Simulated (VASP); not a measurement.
CdSe, 2 atoms in the cell. The typed cell holds 2 atoms: a = 4.380 Å, b = 4.380 Å, c = 4.380 Å, α = 119.96°, β = 119.96°, γ = 90.06°. 

```yaml
Program: VASP 6.6.1
Task: single point
Functional: LDA
Potentials_or_basis: VASP PAW LDA potentials, release 64 (Cd, Se)
Cutoff: 520 eV
k_mesh: 12 × 12 × 12
Occupations: gaussian, width 0.02 eV
Spin: no spin polarisation
Dipole_correction: no
Further_INCAR_settings: ALGO = Normal; EDIFF = 1e-07; NBANDS = 16
```

Potentials or basis: VASP PAW LDA potentials, release 64 (Cd, Se).

Launch:

```console
$ cat potpaw_LDA.64/Cd/POTCAR potpaw_LDA.64/Se/POTCAR > POTCAR
$ mpirun -np 1 vasp_std > vasp.out
```

Hardware: 1 thread of Intel(R) Xeon(R) Platinum 8488C (Sapphire Rapids), on a shared host.

Question: Estimate the wall time of this run.

Answer: It took 100 s on 1 thread of Intel(R) Xeon(R) Platinum 8488C (Sapphire Rapids) (shared host), peak memory 0.3 GiB. Counts: scf iterations 13, k points 163.
